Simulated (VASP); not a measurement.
A run of VASP 6.6.1 is set up as follows.

POSCAR

```
GaAs
1.0
    0.0000000000      2.8822925071      2.8822925071
    2.8822925071      0.0000000000      2.8822925071
    2.8822925071      2.8822925071      0.0000000000
As Ga
1 1
Direct
    0.7500000000      0.7500000000      0.7500000000
    0.0000000000      0.0000000000      0.0000000000
```

The input INCAR.step1:

```
SYSTEM = GaAs
PREC = Accurate
ENCUT = 520
EDIFF = 1E-5
ISMEAR = -1
SIGMA = 0.05
LREAL = .FALSE.
LASPH = .TRUE.
NELM = 100
ALGO = Normal
ISIF = 2
LWAVE = .TRUE.
NBANDS = 16
GGA = PE
```

File INCAR.step2:

```
SYSTEM = GaAs
PREC = Accurate
ENCUT = 520
EDIFF = 1E-6
ISMEAR = -1
SIGMA = 0.05
LREAL = .FALSE.
LASPH = .TRUE.
NELM = 100
ALGO = Normal
ISIF = 2
LWAVE = .FALSE.
LCHARG = .TRUE.
GGA = B5
LHFCALC = .TRUE.
AEXX = 0.5
ALDAX = 0.5
AGGAX = 0.5
AGGAC = 1.0
ALDAC = 0.0
PRECFOCK = Normal
LELF = .TRUE.
LVHAR = .TRUE.
NBANDS = 16
ISTART = 1
```

Contents of KPOINTS:

```
Automatic mesh
0
G
  4 4 4
  0 0 0
```

Potentials or basis: VASP PAW PBE potentials, release 64 (As, Ga_d).

Run with:

```console
$ cat potpaw_PBE.64/As/POTCAR potpaw_PBE.64/Ga_d/POTCAR > POTCAR
$ cp INCAR.step1 INCAR
$ mpirun -np 1 vasp_std > vasp.out
$ cp INCAR.step2 INCAR
$ mpirun -np 1 vasp_std > vasp.out
```

Problem. What does it give for the pressure?

Solution. -2.5 GPa.

Problem. Estimate the band gap on the k mesh.

Solution. 3.28 eV, direct.

Caveat: the k points lie up to 0.47 Å⁻¹ apart; the PAW data sets were made with another functional, which shifts forces and pressure a little.
